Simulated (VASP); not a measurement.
# Al16O in VASP: further runs

Al16O is run at these levels: PBE; tasks: single point.

Everything below comes from runs of VASP 6.6.1. Logs are shortened: lines on timing, memory, paths and dates and some standing lists are left out, and cuts for length are marked.

## (1) The cell of the first run

The cell holds a slab with vacuum, 17 atoms: a = 5.714 Å, b = 8.080 Å, c = 19.743 Å, α = 90.00°, β = 90.00°, γ = 90.00°.

## (2) Single point, PBE

INCAR reads:

```
SYSTEM = Al16O
PREC     = Accurate       ! precision mode
ENCUT    = 520            ! plane-wave cutoff, eV
EDIFF    = 1E-6           ! SCF threshold, eV
ISMEAR   = 0              ! smearing method
SIGMA    = 0.1            ! smearing width, eV
LREAL    = Auto         
LASPH    = .True.         ! aspherical terms in the spheres
NELM     = 80             ! most SCF steps
ALGO     = Normal         ! electronic algorithm
ISIF     = 2              ! what is computed and relaxed
LWAVE    = .False.        ! write WAVECAR
LCHARG   = .False.        ! write CHGCAR
LDIPOL   = .True.       
IDIPOL   = 3            
DIPOL    = 0.5 0.5 0.322
GGA      = PE             ! functional
NBANDS   = 41             ! bands
```

KPOINTS reads:

```
Automatic mesh
0
Gamma
  5 4 1
  0 0 0
```

POSCAR reads:

```
Al16O
1.0
    5.7135165838      0.0000000000      0.0000000000
    0.0000000000      8.0801326416      0.0000000000
    0.0000000000      0.0000000000     19.7432786844
Al O
16 1
Direct
    0.2500000000      0.2500000000      0.2026005946
    0.2500000000      0.7500000000      0.2026005946
    0.7500000000      0.2500000000      0.2026005946
    0.7500000000      0.7500000000      0.2026005946
    0.0000000000      0.0000000000      0.2749482107
    0.0000000000      0.5000000000      0.2749482107
    0.5000000000      0.0000000000      0.2749482107
    0.5000000000      0.5000000000      0.2749482107
    0.2500000000      0.2500000000      0.3495466410
    0.2500000000      0.7500000000      0.3495466410
    0.7500000000      0.2500000000      0.3495466410
    0.7500000000      0.7500000000      0.3495466410
    0.0000000000      0.0000000000      0.4175232906
    0.0000000000      0.5000000000      0.4175232906
    0.5000000000      0.0000000000      0.4175232906
    0.5000000000      0.5000000000      0.4175232906
    0.0000000000      0.0000000000      0.5016998779
```

Potentials or basis: VASP PAW PBE potentials, release 64 (Al, O).

Launch:

```console
$ cat potpaw_PBE.64/Al/POTCAR potpaw_PBE.64/O/POTCAR > POTCAR
$ mpirun -np 1 vasp_std > vasp.out
```

OUTCAR:

```text
SYSTEM = Al16O
   PREC = Accurate
   ENCUT = 520
   EDIFF = 1E-6
   ISMEAR = 0
   LREAL = Auto
   LASPH = .True.
   NELM = 80
   ISIF = 2
   GGA = PE

 ion  position               nearest neighbor table
   1  0.250  0.250  0.203-   3 2.86   3 2.86   6 2.86   7 2.86   8 2.86   5 2.86   9 2.90
   2  0.250  0.750  0.203-   4 2.86   4 2.86   6 2.86   7 2.86   8 2.86   5 2.86  10 2.90
   3  0.750  0.250  0.203-   1 2.86   1 2.86   6 2.86   7 2.86   8 2.86   5 2.86  11 2.90
   4  0.750  0.750  0.203-   2 2.86   2 2.86   6 2.86   7 2.86   8 2.86   5 2.86  12 2.90
   5  0.000  0.000  0.275-  13 2.81   7 2.86   7 2.86   4 2.86   1 2.86   2 2.86   3 2.86  11 2.88
                            12 2.88   9 2.88  10 2.88
   6  0.000  0.500  0.275-  14 2.81   8 2.86   8 2.86   4 2.86   1 2.86   2 2.86   3 2.86  11 2.88
                            12 2.88   9 2.88  10 2.88
   7  0.500  0.000  0.275-  15 2.81   5 2.86   5 2.86   4 2.86   1 2.86   2 2.86   3 2.86  11 2.88
                            12 2.88   9 2.88  10 2.88
   8  0.500  0.500  0.275-  16 2.81   6 2.86   6 2.86   4 2.86   1 2.86   2 2.86   3 2.86  11 2.88
                            12 2.88   9 2.88  10 2.88
   9  0.250  0.250  0.350-  13 2.81  14 2.81  15 2.81  16 2.81  11 2.86  11 2.86   7 2.88   8 2.88
                             5 2.88   6 2.88   1 2.90
  10  0.250  0.750  0.350-  13 2.81  14 2.81  15 2.81  16 2.81  12 2.86  12 2.86   7 2.88   8 2.88
                             5 2.88   6 2.88   2 2.90
  11  0.750  0.250  0.350-  13 2.81  14 2.81  15 2.81  16 2.81   9 2.86   9 2.86   7 2.88   8 2.88
[... 5 lines left out ...]
  14  0.000  0.500  0.418-   9 2.81  10 2.81  11 2.81  12 2.81   6 2.81  16 2.86  16 2.86
  15  0.500  0.000  0.418-   9 2.81  10 2.81  11 2.81  12 2.81   7 2.81  13 2.86  13 2.86
  16  0.500  0.500  0.418-   9 2.81  10 2.81  11 2.81  12 2.81   8 2.81  14 2.86  14 2.86
  17  0.000  0.000  0.502-  13 1.66

  LATTYP: Found a simple orthorhombic cell.
 ALAT       =     5.7135165838
 B/A-ratio  =     1.4142135624
 C/A-ratio  =     3.4555388778

  Lattice vectors:

 A1 = (   5.7135165838,   0.0000000000,   0.0000000000)
 A2 = (   0.0000000000,   8.0801326416,   0.0000000000)
 A3 = (   0.0000000000,   0.0000000000,  19.7432786844)

Analysis of symmetry for initial positions (statically):
=====================================================================
 Subroutine PRICEL returns:
 Original cell was already a primitive cell.

 Routine SETGRP: Setting up the symmetry group for a
 simple orthorhombic supercell.

 Subroutine GETGRP returns: Found  4 space group operations
 (whereof  4 operations were pure point group operations)
 out of a pool of  8 trial point group operations.

The static configuration has the point symmetry C_2v.

Analysis of symmetry for dynamics (positions and initial velocities):
=====================================================================
 Subroutine PRICEL returns:
 Original cell was already a primitive cell.

 Routine SETGRP: Setting up the symmetry group for a
 simple orthorhombic supercell.

 Subroutine GETGRP returns: Found  4 space group operations
 (whereof  4 operations were pure point group operations)
 out of a pool of  8 trial point group operations.

The dynamic configuration has the point symmetry C_2v.

 Subroutine INISYM returns: Found  4 space group operations
 (whereof  4 operations are pure point group operations),
 and found     1 'primitive' translations

----------------------------------------------------------------------------------------

                                     Primitive cell

  volume of cell :     911.4676

  direct lattice vectors                    reciprocal lattice vectors
     5.713516584  0.000000000  0.000000000     0.175023558  0.000000000  0.000000000
     0.000000000  8.080132642  0.000000000     0.000000000  0.123760345  0.000000000
     0.000000000  0.000000000 19.743278684     0.000000000  0.000000000  0.050650149

  length of vectors
     5.713516584  8.080132642 19.743278684     0.175023558  0.123760345  0.050650149

  position of ions in fractional coordinates (direct lattice)
     0.250000000  0.250000000  0.202600595
     0.250000000  0.750000000  0.202600595
     0.750000000  0.250000000  0.202600595
     0.750000000  0.750000000  0.202600595
     0.000000000  0.000000000  0.274948211
     0.000000000  0.500000000  0.274948211
[... 9 lines left out ...]
     0.500000000  0.500000000  0.417523291
     0.000000000  0.000000000  0.501699878

  ion indices of the primitive-cell ions
[... 32 lines left out ...]
     0.000000000  0.000000000  0.050650149     0.000000000  0.000000000  1.000000000

  Length of vectors
     0.035004712  0.030940086  0.050650149

  Shift w.r.t. Gamma in fractional coordinates (k-lattice)
     0.000000000  0.000000000  0.000000000

 Subroutine IBZKPT returns following result:
 ===========================================

 Found      9 irreducible k-points:

 Following reciprocal coordinates:
            Coordinates               Weight
  0.000000  0.000000  0.000000      1.000000
  0.200000  0.000000  0.000000      2.000000
  0.400000  0.000000  0.000000      2.000000
  0.000000  0.250000  0.000000      2.000000
  0.200000  0.250000  0.000000      4.000000
  0.400000  0.250000  0.000000      4.000000
  0.000000  0.500000  0.000000      1.000000
  0.200000  0.500000  0.000000      2.000000
  0.400000  0.500000  0.000000      2.000000
   k-points           NKPTS =      9   k-points in BZ     NKDIM =      9   number of bands    NBANDS=     41
   number of dos      NEDOS =    301   number of ions     NIONS =     17
   total plane-waves  NPLWV = 378000
   dimension x,y,z NGX =    42 NGY =   60 NGZ =  150
   dimension x,y,z NGXF=    84 NGYF=  120 NGZF=  300
   ions per type =              16   1
   NGX,Y,Z   is equivalent  to a cutoff of  12.22, 12.34, 12.63 a.u.
   NGXF,Y,Z  is equivalent  to a cutoff of  24.44, 24.69, 25.26 a.u.
 SYSTEM =  Al16O
   PREC   = accura    normal or accurate (medium, high low for compatibility)
   ISTART =      0    job   : 0-new  1-cont  2-samecut
   ICHARG =      2    charge: 1-file 2-atom 10-const
   ISPIN  =      1    spin polarized calculation?
   LNONCOLLINEAR =      F non collinear calculations
   LSORBIT =      F    spin-orbit coupling
   LASPH  =      T    aspherical Exc in radial PAW
   ENCUT  =  520.0 eV  38.22 Ry    6.18 a.u.  10.62 15.02 36.71*2*pi/ulx,y,z
   NELM   =     80;   NELMIN=  2; NELMDL= -5     # of ELM steps
   EDIFF  = 0.1E-05   stopping-criterion for ELM
   LREAL  =      T    real-space projection
   EDIFFG = 0.1E-04   stopping-criterion for IOM
   NSW    =      0    number of steps for IOM
   IBRION =     -1    ionic relax: 0-MD 1-quasi-New 2-CG
   NFREE  =      0    steps in history (QN), initial steepest desc. (CG)
   ISIF   =      2    stress and relaxation
   ISYM   =      2    0-nonsym 1-usesym 2-fastsym
   POTIM  = 0.5000    time-step for ionic-motion
   TEBEG  =    0.0;   TEEND  =   0.0 temperature during run
   PSTRESS=    0.0 pullay stress
   NELECT =      54.0000    total number of electrons
   NUPDOWN=      -1.0000    fix difference up-down
   EMIN   =  10.00;   EMAX   =-10.00  energy-range for DOS
   EFERMI =   0.00;   METHOD = LEGACY
   ISMEAR =     0;   SIGMA  =   0.10  broadening in eV -4-tet -1-fermi 0-gaus
   EFERMI_NEDOS =   21; number of points for ismear=-14 and -15
   IALGO  =     38    algorithm
   IMIX   =      4    mixing-type and parameters
     AMIX     =   0.40;   BMIX     =  1.00
     AMIX_MAG =   1.60;   BMIX_MAG =  1.00
  volume/ion in A,a.u.               =      53.62       361.82
  Fermi-wavevector in a.u.,A,eV,Ry     =   0.638203  1.206029  5.541699  0.407303
  Thomas-Fermi vector in A             =   1.703466
   LORBIT       =      0    0 simple, 1 ext, 2 COOP (PROOUT), +10 PAW based schemes
   GGA     = PE    functional components
   LHFCALC =     F    Hartree Fock is set to
   AEXX    =    0.0000 exact exchange contribution
   IVDW    =     0    specifies the selected vdW correction
   LEPSILON=     F    determine dielectric tensor
   LRPA    =     F    only Hartree local field effects (RPA)
 non-spin polarized calculation
 Gauss-broadening in eV      SIGMA  =   0.10
  energy-cutoff  :      520.00
  volume of cell :      911.47
 maximum number of plane-waves:     24626
   NGX = 21   NGY = 31   NGZ = 73

 dipolmoment           0.000000      0.000000     -0.011765 electrons x Angstroem

 number of electron      53.9999994 magnetization

 dipolmoment           0.000000      0.000000      0.478318 electrons x Angstroem

 Free energy of the ion-electron system (eV)
  ---------------------------------------------------
  ext. energy  EPLUGINS =         0.00000000
  ---------------------------------------------------
  free energy    TOTEN  =       -61.08070252 eV

  energy without entropy =      -61.06253716  energy(sigma->0) =      -61.07161984

 E-fermi :  -1.1172     XC(G=0):  -4.0759

 val. band max:       -1.1321341928   @ k =   0.0000   0.2500   0.0000
 cond. band min:      -1.0758878535   @ k =   0.0000   0.2500   0.0000
 fundamental gap:      0.0562463393
 Fermi energy:        -1.1172171012

 k-point     1 :       0.0000    0.0000    0.0000
  band No.  band energies     occupation
      1     -17.2467      2.00000
      2     -11.2787      2.00000
      3      -9.0946      2.00000
      4      -9.0455      2.00000
      5      -8.7805      2.00000
      6      -6.8748      2.00000
[... 367 lines left out ...]
     38       1.6876      0.00000
     39       1.9258      0.00000
 [bands above 39 left out]

------------------------ aborting loop because EDIFF is reached ----------------------------------------

 vacuum level on the upper side and lower side of the slab       (xc-potential included)         0.882        -0.934

  FORCE on cell =-STRESS in cart. coord.  units (eV):
  Direction    XX          YY          ZZ          XY          YZ          ZX
  --------------------------------------------------------------------------------------
  -------------------------------------------------------------------------------------
  Total      -13.1509541     -2.4200108     -0.5645355      0.0000000      0.0000000      0.0000000
  in kB      -23.1167400     -4.2538936     -0.9923401      0.0000000      0.0000000      0.0000000
  external PRESSURE =      -9.4543245 kB  Pullay stress =       0.0000000 kB

 VOLUME and BASIS-vectors are now :
 -----------------------------------------------------------------------------
  energy-cutoff  :      520.00
  volume of cell :      911.47
      direct lattice vectors                 reciprocal lattice vectors
     5.713516584  0.000000000  0.000000000     0.175023558  0.000000000  0.000000000
     0.000000000  8.080132642  0.000000000     0.000000000  0.123760345  0.000000000
     0.000000000  0.000000000 19.743278684     0.000000000  0.000000000  0.050650149

 POSITION                                       TOTAL-FORCE (eV/Angst)
 -----------------------------------------------------------------------------------
      1.42838      2.02003      4.00000        -0.040367      0.042225      0.227498
      1.42838      6.06010      4.00000        -0.040367     -0.042225      0.227498
      4.28514      2.02003      4.00000         0.040367      0.042225      0.227498
      4.28514      6.06010      4.00000         0.040367     -0.042225      0.227498
      0.00000      0.00000      5.42838         0.000000      0.000000     -0.176949
      0.00000      4.04007      5.42838         0.000000      0.000000     -0.248794
[... 9 lines left out ...]
      2.85676      4.04007      8.24328         0.000000      0.000000      0.039579
      0.00000      0.00000      9.90520         0.000000      0.000000      0.069726
 -----------------------------------------------------------------------------------
    total drift:                                0.000000     -0.000000     -0.006409

  FREE ENERGIE OF THE ION-ELECTRON SYSTEM (eV)
  ---------------------------------------------------
  free  energy   TOTEN  =       -61.0807025161 eV

  energy  without entropy=      -61.0625371648  energy(sigma->0) =      -61.07161984

 vacuum level on the upper side and lower side of the slab         4.861         2.978
```

Wall time 9 min (1 thread of AMD EPYC 7R13 (Zen 3), shared host); peak memory 0.79 GiB.

Results:

- Free energy: -61.0807 eV
- Largest force: 0.283 eV/Å
- Band gap on the k mesh: zero (bands 27 and 28 overlap by 0.67 eV)

Forces in eV/Å, atoms in the order of the input:
```
Al  -0.040  0.042  0.227
Al  -0.040 -0.042  0.227
Al   0.040  0.042  0.227
Al   0.040 -0.042  0.227
Al   0.000  0.000 -0.177
Al   0.000  0.000 -0.249
Al   0.000  0.000 -0.283
Al   0.000  0.000 -0.217
Al   0.048 -0.024 -0.099
Al   0.048  0.024 -0.099
Al  -0.048 -0.024 -0.099
Al  -0.048  0.024 -0.099
Al   0.000  0.000 -0.019
Al   0.000  0.000  0.092
Al   0.000  0.000  0.229
Al   0.000  0.000  0.040
O    0.000  0.000  0.070
```

## (3) Single point, PBE

INCAR reads:

```
ALGO     = Normal         # electronic algorithm
DIPOL    = 0.5 0.5 0.317
EDIFF    = 1E-6           # SCF threshold, eV
ENCUT    = 520            # plane-wave cutoff, eV
GGA      = PE             # functional
IDIPOL   = 3            
ISIF     = 2              # what is computed and relaxed
ISMEAR   = 0              # smearing method
LASPH    = True           # aspherical terms in the spheres
LCHARG   = False          # write CHGCAR
LDIPOL   = True         
LREAL    = Auto         
LWAVE    = False          # write WAVECAR
NBANDS   = 41             # bands
NELM     = 60             # most SCF steps
PREC     = Accurate       # precision mode
SIGMA    = 0.1            # smearing width, eV
```

KPOINTS reads:

```
k-points
0
Gamma
  5 4 1
```

Edit POSCAR of step 2 so:

```diff
@@ -24,2 +24,2 @@
     0.5000000000      0.5000000000      0.4175232906
-    0.0000000000      0.0000000000      0.5016998779
+    0.0000000000      0.2500000000      0.4147075587
```

Potentials or basis: VASP PAW PBE potentials, release 64 (Al, O).

Launch:

```console
$ cat potpaw_PBE.64/Al/POTCAR potpaw_PBE.64/O/POTCAR > POTCAR
$ mpirun -np 1 vasp_std > vasp.out
```

Run time: 9.1 min. Hardware: 1 thread of AMD EPYC 7R13 (Zen 3), shared host; peak memory 0.79 GiB.

Results (log left out):

| Property | Result |
| --- | --- |
| Free energy | -62.9739 eV |
| Largest force | 0.633 eV/Å |
| Band gap on the k mesh | zero (bands 27 and 28 overlap by 0.59 eV) |

Forces in eV/Å, atoms in the order of the input:
```
Al   0.052  0.000  0.270
Al   0.023  0.000  0.294
Al  -0.052  0.000  0.270
Al  -0.023  0.000  0.294
Al   0.000 -0.034 -0.248
Al   0.000  0.034 -0.248
Al   0.000 -0.022 -0.149
Al   0.000  0.022 -0.149
Al   0.560  0.000 -0.296
Al   0.033  0.000  0.044
Al  -0.560  0.000 -0.296
Al  -0.033  0.000  0.044
Al   0.000 -0.018  0.146
Al   0.000  0.018  0.146
Al   0.000 -0.317 -0.065
Al   0.000  0.317 -0.065
O    0.000  0.000  0.008
```

Levels at points of the mesh, in eV from the Fermi level:
```tsv
k point	band 25	band 26	band 27	band 28	band 29	band 30
(0.00, 0.00, 0.00)	-0.79	-0.45	-0.23	-0.09	0.35	0.40
(0.00, 0.50, 0.00)	-0.84	-0.46	-0.39	0.26	0.29	0.30
```
